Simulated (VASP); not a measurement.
# Li2O (Fm-3m) in VASP: notebook

The runs below take Li2O through single point, with PBE.

All numbers are computed with VASP 6.6.1; they aren't measurements. Logs are shortened: lines on timing, memory, paths and dates and some standing lists are left out, and cuts for length are marked.

## 1. The cell of the first run

It takes space group Fm-3m (No. 225, cubic). The conventional cell has a = 4.531 Å, b = 4.531 Å, c = 4.531 Å, α = 90.00°, β = 90.00°, γ = 90.00°. Within 2.6 Å of O (site symmetry m-3m) lie 8 Li at 1.96 Å. Within 2.6 Å of Li (site symmetry -43m) lie 4 O at 1.96 Å and 6 Li at 2.27 Å.

## 2. Single point, PBE (7.75 Å³/atom)

The input, INCAR:

```
SYSTEM = Li2O
PREC = Accurate ; ENCUT = 750
EDIFF = 1E-6 ; ISMEAR = 0
SIGMA = 0.01 ; LREAL = .FALSE.
LASPH = .TRUE. ; NELM = 120
ALGO = Normal ; ISIF = 2
LWAVE = .FALSE. ; LCHARG = .TRUE.
GGA = PE ; LELF = .TRUE.
LVHAR = .TRUE. ; NBANDS = 13
GGA_COMPAT = .FALSE.
```

The input, KPOINTS:

```
regular mesh
0
G
  8 8 8
  0 0 0
```

The input, POSCAR:

```
Li2O
1.0
    0.0000000000      2.2653828917      2.2653828917
    2.2653828917      0.0000000000      2.2653828917
    2.2653828917      2.2653828917      0.0000000000
O Li
1 2
Direct
    0.0000000000      0.0000000000      0.0000000000
    0.2500000000      0.2500000000      0.2500000000
    0.7500000000      0.7500000000      0.7500000000
```

Potentials or basis: VASP PAW PBE potentials, release 64 (O, Li_sv).

Launch:

```
$ cat potpaw_PBE.64/O/POTCAR potpaw_PBE.64/Li_sv/POTCAR > POTCAR
$ mpirun -np 1 vasp_std > vasp.out
```

OUTCAR:

```text
SYSTEM = Li2O
   PREC = Accurate
   ENCUT = 750
   EDIFF = 1E-6
   ISMEAR = 0
   LREAL = .FALSE.
   LASPH = .TRUE.
   NELM = 120
   ISIF = 2
   GGA = PE

 ion  position               nearest neighbor table
   1  0.000  0.000  0.000-   3 1.96   3 1.96   3 1.96   2 1.96   3 1.96   2 1.96   2 1.96   2 1.96

   2  0.250  0.250  0.250-   1 1.96   1 1.96   1 1.96   1 1.96   3 2.27   3 2.27   3 2.27   3 2.27
                             3 2.27   3 2.27
   3  0.750  0.750  0.750-   1 1.96   1 1.96   1 1.96   1 1.96   2 2.27   2 2.27   2 2.27   2 2.27
                             2 2.27   2 2.27

  LATTYP: Found a face centered cubic cell.
 ALAT       =     4.5307657834

  Lattice vectors:

 A1 = (   0.0000000000,   2.2653828917,   2.2653828917)
 A2 = (   2.2653828917,   0.0000000000,   2.2653828917)
 A3 = (   2.2653828917,   2.2653828917,   0.0000000000)

Analysis of symmetry for initial positions (statically):
=====================================================================
 Subroutine PRICEL returns:
 Original cell was already a primitive cell.

 Routine SETGRP: Setting up the symmetry group for a
 face centered cubic supercell.

 Subroutine GETGRP returns: Found 48 space group operations
 (whereof 48 operations were pure point group operations)
 out of a pool of 48 trial point group operations.

The static configuration has the point symmetry O_h .

Analysis of symmetry for dynamics (positions and initial velocities):
=====================================================================
 Subroutine PRICEL returns:
 Original cell was already a primitive cell.

 Routine SETGRP: Setting up the symmetry group for a
 face centered cubic supercell.

 Subroutine GETGRP returns: Found 48 space group operations
 (whereof 48 operations were pure point group operations)
 out of a pool of 48 trial point group operations.

The dynamic configuration has the point symmetry O_h .

 Subroutine INISYM returns: Found 48 space group operations
 (whereof 48 operations are pure point group operations),
 and found     1 'primitive' translations

----------------------------------------------------------------------------------------

                                     Primitive cell

  volume of cell :      23.2517

  direct lattice vectors                    reciprocal lattice vectors
     0.000000000  2.265382892  2.265382892    -0.220713241  0.220713241  0.220713241
     2.265382892  0.000000000  2.265382892     0.220713241 -0.220713241  0.220713241
     2.265382892  2.265382892  0.000000000     0.220713241  0.220713241 -0.220713241

  length of vectors
     3.203735209  3.203735209  3.203735209     0.382286547  0.382286547  0.382286547

  position of ions in fractional coordinates (direct lattice)
     0.000000000  0.000000000  0.000000000
     0.250000000  0.250000000  0.250000000
     0.750000000  0.750000000  0.750000000

  ion indices of the primitive-cell ions
   primitive index   ion index
                 1           1
                 2           2
                 3           3

----------------------------------------------------------------------------------------

 KPOINTS: regular mesh

Automatic generation of k-mesh.
 Grid dimensions read from file:
 generate k-points for:    8    8    8

 Generating k-lattice:

  Cartesian coordinates                     Fractional coordinates (reciprocal lattice)
    -0.027589155  0.027589155  0.027589155     0.125000000  0.000000000  0.000000000
     0.027589155 -0.027589155  0.027589155     0.000000000  0.125000000  0.000000000
     0.027589155  0.027589155 -0.027589155     0.000000000  0.000000000  0.125000000

  Length of vectors
     0.047785818  0.047785818  0.047785818

  Shift w.r.t. Gamma in fractional coordinates (k-lattice)
     0.000000000  0.000000000  0.000000000

 Subroutine IBZKPT returns following result:
 ===========================================

 Found     29 irreducible k-points:

 Following reciprocal coordinates:
            Coordinates               Weight
  0.000000  0.000000  0.000000      1.000000
  0.125000  0.000000  0.000000      8.000000
  0.250000  0.000000  0.000000      8.000000
  0.375000  0.000000  0.000000      8.000000
  0.500000  0.000000  0.000000      4.000000
  0.125000  0.125000  0.000000      6.000000
[... 16 lines left out ...]
  0.500000  0.250000  0.125000     48.000000
 -0.375000  0.250000  0.125000     24.000000
 [... further k-points ...]
   k-points           NKPTS =     29   k-points in BZ     NKDIM =     29   number of bands    NBANDS=     13
   number of dos      NEDOS =    301   number of ions     NIONS =      3
   total plane-waves  NPLWV =  27000
   dimension x,y,z NGX =    30 NGY =   30 NGZ =   30
   dimension x,y,z NGXF=    60 NGYF=   60 NGZF=   60
   ions per type =               1   2
   NGX,Y,Z   is equivalent  to a cutoff of  15.57, 15.57, 15.57 a.u.
   NGXF,Y,Z  is equivalent  to a cutoff of  31.13, 31.13, 31.13 a.u.
 SYSTEM =  Li2O
   PREC   = accura    normal or accurate (medium, high low for compatibility)
   ISTART =      0    job   : 0-new  1-cont  2-samecut
   ICHARG =      2    charge: 1-file 2-atom 10-const
   ISPIN  =      1    spin polarized calculation?
   LNONCOLLINEAR =      F non collinear calculations
   LSORBIT =      F    spin-orbit coupling
   LASPH  =      T    aspherical Exc in radial PAW
   ENCUT  =  750.0 eV  55.12 Ry    7.42 a.u.   7.15  7.15  7.15*2*pi/ulx,y,z
   NELM   =    120;   NELMIN=  2; NELMDL= -5     # of ELM steps
   EDIFF  = 0.1E-05   stopping-criterion for ELM
   LREAL  =      F    real-space projection
   EDIFFG = 0.1E-04   stopping-criterion for IOM
   NSW    =      0    number of steps for IOM
   IBRION =     -1    ionic relax: 0-MD 1-quasi-New 2-CG
   NFREE  =      0    steps in history (QN), initial steepest desc. (CG)
   ISIF   =      2    stress and relaxation
   ISYM   =      2    0-nonsym 1-usesym 2-fastsym
   POTIM  = 0.5000    time-step for ionic-motion
   TEBEG  =    0.0;   TEEND  =   0.0 temperature during run
   PSTRESS=    0.0 pullay stress
   NELECT =      12.0000    total number of electrons
   NUPDOWN=      -1.0000    fix difference up-down
   EMIN   =  10.00;   EMAX   =-10.00  energy-range for DOS
   EFERMI =   0.00;   METHOD = LEGACY
   ISMEAR =     0;   SIGMA  =   0.01  broadening in eV -4-tet -1-fermi 0-gaus
   EFERMI_NEDOS =   21; number of points for ismear=-14 and -15
   IALGO  =     38    algorithm
   IMIX   =      4    mixing-type and parameters
     AMIX     =   0.40;   BMIX     =  1.00
     AMIX_MAG =   1.60;   BMIX_MAG =  1.00
  volume/ion in A,a.u.               =       7.75        52.30
  Fermi-wavevector in a.u.,A,eV,Ry     =   1.313158  2.481509 23.461666  1.724384
  Thomas-Fermi vector in A             =   2.443500
   LORBIT       =      0    0 simple, 1 ext, 2 COOP (PROOUT), +10 PAW based schemes
   GGA     = PE    functional components
   LHFCALC =     F    Hartree Fock is set to
   AEXX    =    0.0000 exact exchange contribution
   IVDW    =     0    specifies the selected vdW correction
   LEPSILON=     F    determine dielectric tensor
   LRPA    =     F    only Hartree local field effects (RPA)
 non-spin polarized calculation
 Gauss-broadening in eV      SIGMA  =   0.01
  energy-cutoff  :      750.00
  volume of cell :       23.25
 maximum number of plane-waves:      1106
 NGX is ok and might be reduce to    30
   NGX = 15   NGY = 15   NGZ = 15

 number of electron      12.0000003 magnetization

 Free energy of the ion-electron system (eV)
  ---------------------------------------------------
  ext. energy  EPLUGINS =         0.00000000
  ---------------------------------------------------
  free energy    TOTEN  =       -14.33001988 eV

  energy without entropy =      -14.33001988  energy(sigma->0) =      -14.33001988

 E-fermi :   1.7502     XC(G=0):  -9.9997

 val. band max:        1.6510544159   @ k =   0.0000   0.0000   0.0000
 cond. band min:       6.7416306648   @ k =   0.5000   0.5000   0.0000
 fundamental gap:      5.0905762489
 Fermi energy:         1.7502354682

 k-point     1 :       0.0000    0.0000    0.0000
  band No.  band energies     occupation
      1     -41.2279      2.00000
      2     -40.8318      2.00000
      3     -13.8933      2.00000
      4       1.6511      2.00000
      5       1.6511      2.00000
      6       1.6511      2.00000
      7       7.3598      0.00000
      8      13.9272      0.00000
      9      13.9272      0.00000
     10      13.9272      0.00000
     11      21.2743      0.00000
     12      21.2743      0.00000
     13      21.2743      0.00000

 k-point     2 :       0.1250    0.0000    0.0000
  band No.  band energies     occupation
      1     -41.2103      2.00000
      2     -40.8445      2.00000
      3     -13.8627      2.00000
      4       1.1187      2.00000
      5       1.5736      2.00000
      6       1.5736      2.00000
      7       7.7697      0.00000
      8      13.9831      0.00000
      9      14.1565      0.00000
     10      14.1565      0.00000
     11      19.8455      0.00000
     12      19.8455      0.00000
     13      21.8438      0.00000

 k-point     3 :       0.2500    0.0000    0.0000
  band No.  band energies     occupation
      1     -41.1612      2.00000
      2     -40.8818      2.00000
      3     -13.7841      2.00000
      4       0.0247      2.00000
      5       1.3982      2.00000
      6       1.3982      2.00000
      7       8.7660      0.00000
      8      13.8369      0.00000
      9      14.4253      0.00000
     10      14.4253      0.00000
     11      18.9801      0.00000
     12      18.9801      0.00000
     13      23.2442      0.00000
[... 305 lines left out ...]
 k-point    23 :       0.5000    0.2500    0.1250
  band No.  band energies     occupation
      1     -41.0724      2.00000
      2     -40.9514      2.00000
      3     -13.6617      2.00000
      4      -0.6802      2.00000
      5       0.5610      2.00000
      6       0.9677      2.00000
      7       9.4230      0.00000
      8      12.8647      0.00000
      9      15.2428      0.00000
     10      15.7068      0.00000
     11      17.9750      0.00000
     12      21.6826      0.00000
     13      24.9933      0.00000

 k-point    24 :      -0.3750    0.2500    0.1250
  band No.  band energies     occupation
      1     -41.0103      2.00000
      2     -41.0095      2.00000
      3     -13.6321      2.00000
      4      -0.9418      2.00000
      5       0.5938      2.00000
      6       0.7878      2.00000
      7       9.8689      0.00000
      8      12.4341      0.00000
      9      15.1903      0.00000
     10      15.6257      0.00000
     11      19.8564      0.00000
     12      20.1950      0.00000
     13      25.5519      0.00000

 [... further k-points ...]

------------------------ aborting loop because EDIFF is reached ----------------------------------------

  FORCE on cell =-STRESS in cart. coord.  units (eV):
  Direction    XX          YY          ZZ          XY          YZ          ZX
  --------------------------------------------------------------------------------------
  -------------------------------------------------------------------------------------
  Total        0.7767775      0.7767775      0.7767775      0.0000000      0.0000000     -0.0000000
  in kB       53.5244730     53.5244730     53.5244730      0.0000000      0.0000000     -0.0000000
  external PRESSURE =      53.5244730 kB  Pullay stress =       0.0000000 kB

 VOLUME and BASIS-vectors are now :
 -----------------------------------------------------------------------------
  energy-cutoff  :      750.00
  volume of cell :       23.25
      direct lattice vectors                 reciprocal lattice vectors
     0.000000000  2.265382892  2.265382892    -0.220713241  0.220713241  0.220713241
     2.265382892  0.000000000  2.265382892     0.220713241 -0.220713241  0.220713241
     2.265382892  2.265382892  0.000000000     0.220713241  0.220713241 -0.220713241

 POSITION                                       TOTAL-FORCE (eV/Angst)
 -----------------------------------------------------------------------------------
      0.00000      0.00000      0.00000        -0.000000     -0.000000      0.000000
      1.13269      1.13269      1.13269         0.000000      0.000000      0.000000
      3.39807      3.39807      3.39807        -0.000000     -0.000000     -0.000000
 -----------------------------------------------------------------------------------
    total drift:                                0.000000     -0.000000      0.000000

  FREE ENERGIE OF THE ION-ELECTRON SYSTEM (eV)
  ---------------------------------------------------
  free  energy   TOTEN  =       -14.3300198777 eV

  energy  without entropy=      -14.3300198777  energy(sigma->0) =      -14.33001988
```

It took 18 s on 1 thread of Intel Xeon Platinum 8259CL at 2.50GHz (Skylake/Cascade Lake), shared host; peak memory 0.16 GiB.

Results:

```yaml
Free_energy: -14.3300 eV
Pressure: 5.4 GPa
Band_gap_on_the_k_mesh: 5.09 eV (least direct gap 5.71 eV)
```

Caveat: the cell stands under pressure. A k mesh can miss the band edges.

## 3. Single point, PBE

This run uses another cell than the first one, of 8.25 Å³/atom.

The input, INCAR:

```
SYSTEM = Li2O
PREC = Accurate
ENCUT = 750
EDIFF = 1E-6
ISMEAR = 0
SIGMA = 0.01
LREAL = .False.
LASPH = .True.
NELM = 120
ALGO = Normal
ISIF = 2
LWAVE = .False.
LCHARG = .False.
GGA = PE
NBANDS = 13
GGA_COMPAT = .False.
```

The input, KPOINTS:

```
Automatic mesh
0
Gamma
  8 8 8
  0 0 0
```

The input, POSCAR:

```
Li2O
1.0
    0.0000000000      2.3125918911      2.3125918911
    2.3125918911      0.0000000000      2.3125918911
    2.3125918911      2.3125918911      0.0000000000
O Li
1 2
Direct
    0.0000000000      0.0000000000      0.0000000000
    0.2500000000      0.2500000000      0.2500000000
    0.7500000000      0.7500000000      0.7500000000
```

Potentials or basis: VASP PAW PBE potentials, release 64 (O, Li_sv).

Launch:

```
$ cat potpaw_PBE.64/O/POTCAR potpaw_PBE.64/Li_sv/POTCAR > POTCAR
$ mpirun -np 1 vasp_std > vasp.out
```

Run time: 17 s. Hardware: 1 thread of Intel Xeon Platinum 8259CL at 2.50GHz (Skylake/Cascade Lake), shared host; peak memory 0.16 GiB.

It converged, with:

| Property | Result |
| --- | --- |
| Free energy | -14.3562 eV |
| Pressure | -0.3 GPa |
| Band gap on the k mesh | 4.97 eV (least direct gap 5.24 eV) |

Levels at points of the mesh, in eV from the valence-band top:
```tsv
k point	band 4	band 5	band 6	band 7	band 8	band 9
(0.00, 0.00, 0.00)	0.00	0.00	0.00	5.24	11.92	11.92
(0.50, 0.00, 0.00)	-2.76	-0.44	-0.44	9.19	9.77	12.04
(0.50, 0.50, 0.00)	-1.60	-1.38	-1.38	4.97	13.50	13.50
```

## 4. Single point, PBE (8.00 Å³/atom)

This run uses another cell than the first one, of 8.00 Å³/atom.

The input, INCAR:

```
PREC = Accurate ; ENCUT = 750
EDIFF = 1E-6 ; ISMEAR = 0
SIGMA = 0.01 ; LREAL = F
LASPH = T ; NELM = 120
ALGO = Normal ; ISIF = 2
LWAVE = F ; LCHARG = T
GGA = PE ; LELF = T
LVHAR = T ; NBANDS = 13
GGA_COMPAT = F
```

The input, KPOINTS:

```
Automatic mesh
0
Gamma
  8 8 8
```

The input, POSCAR:

```
Li2O
1.0
    0.0000000000      2.2892307799      2.2892307799
    2.2892307799      0.0000000000      2.2892307799
    2.2892307799      2.2892307799      0.0000000000
O Li
1 2
Direct
    0.0000000000      0.0000000000      0.0000000000
    0.2500000000      0.2500000000      0.2500000000
    0.7500000000      0.7500000000      0.7500000000
```

Launch:

```
$ cat potpaw_PBE.64/O/POTCAR potpaw_PBE.64/Li_sv/POTCAR > POTCAR
$ mpirun -np 1 vasp_std > vasp.out
```

It took 18 s on 1 thread of Intel Xeon Platinum 8259CL at 2.50GHz (Skylake/Cascade Lake), shared host; peak memory 0.16 GiB.

It converged, with:

```
Free energy            : -14.3496 eV
Pressure               : 2.3 GPa
Band gap on the k mesh : 5.03 eV (least direct gap 5.46 eV)
```

Levels at points of the mesh, in eV from the valence-band top:
| k point | band 3 | band 4 | band 5 | band 6 | band 7 | band 8 | band 9 | band 10 |
| --- | --- | --- | --- | --- | --- | --- | --- | --- |
| (0.00, 0.00, 0.00) | -15.49 | 0.00 | 0.00 | 0.00 | 5.46 | 12.09 | 12.09 | 12.09 |
| (0.50, 0.00, 0.00) | -15.26 | -2.84 | -0.46 | -0.46 | 9.39 | 10.08 | 12.21 | 12.21 |
| (0.50, 0.50, 0.00) | -15.22 | -1.62 | -1.43 | -1.43 | 5.03 | 13.79 | 13.79 | 15.07 |

## 5. Single point, PBE (8.49 Å³/atom)

This run uses another cell than the first one, of 8.49 Å³/atom.

The input, INCAR:

```
ALGO     = Normal         # electronic algorithm
EDIFF    = 1E-6           # SCF threshold, eV
ENCUT    = 750            # plane-wave cutoff, eV
GGA      = PE             # functional
GGA_COMPAT= False        
ISIF     = 2              # what is computed and relaxed
ISMEAR   = 0              # smearing method
LASPH    = True           # aspherical terms in the spheres
LCHARG   = False          # write CHGCAR
LREAL    = False          # projectors in reciprocal space
LWAVE    = False          # write WAVECAR
NBANDS   = 13             # bands
NELM     = 120            # most SCF steps
PREC     = Accurate       # precision mode
SIGMA    = 0.01           # smearing width, eV
```

The input, KPOINTS:

```
k-points
0
Gamma
  8 8 8
```

The input, POSCAR:

```
Li2O
1.0
    0.0000000000      2.3354903298      2.3354903298
    2.3354903298      0.0000000000      2.3354903298
    2.3354903298      2.3354903298      0.0000000000
O Li
1 2
Direct
    0.0000000000      0.0000000000      0.0000000000
    0.2500000000      0.2500000000      0.2500000000
    0.7500000000      0.7500000000      0.7500000000
```

Launch:

```
$ cat potpaw_PBE.64/O/POTCAR potpaw_PBE.64/Li_sv/POTCAR > POTCAR
$ mpirun -np 1 vasp_std > vasp.out
```

Run time: 17 s. Hardware: 1 thread of Intel Xeon Platinum 8259CL at 2.50GHz (Skylake/Cascade Lake), shared host; peak memory 0.16 GiB.

Results (log left out):

```
Free energy            : -14.3513 eV
Pressure               : -2.5 GPa
Band gap on the k mesh : 4.91 eV (least direct gap 5.03 eV)
```

Levels at points of the mesh, in eV from the valence-band top:
| k point | band 3 | band 4 | band 5 | band 6 | band 7 | band 8 | band 9 | band 10 |
| --- | --- | --- | --- | --- | --- | --- | --- | --- |
| (0.00, 0.00, 0.00) | -15.39 | 0.00 | 0.00 | 0.00 | 5.03 | 11.75 | 11.75 | 11.75 |
| (0.50, 0.00, 0.00) | -15.17 | -2.69 | -0.43 | -0.43 | 9.00 | 9.49 | 11.88 | 11.88 |
| (0.50, 0.50, 0.00) | -15.12 | -1.57 | -1.33 | -1.33 | 4.91 | 13.23 | 13.23 | 14.29 |

A k mesh can miss the band edges.

## 6. Summary

```tsv
cell	gap on the mesh (eV)	pressure (GPa)
a = 3.204 Å, angles 60.0°, 3 atoms	5.09	5.4
a = 3.270 Å, angles 60.0°, 3 atoms	4.97	-0.3
a = 3.237 Å, angles 60.0°, 3 atoms	5.03	2.3
a = 3.303 Å, angles 60.0°, 3 atoms	4.91	-2.5
```

Alike in all rows: task single point; level PBE; potentials or basis VASP PAW PBE potentials, release 64 (O, Li_sv); no spin polarisation; k mesh 8 × 8 × 8; cutoff (eV) 750; smearing gaussian 0.01 eV.

Caveats: the cell stands under pressure (at least some runs).

Total energies depend on the potentials used, so only differences within one code and one set of settings carry meaning.
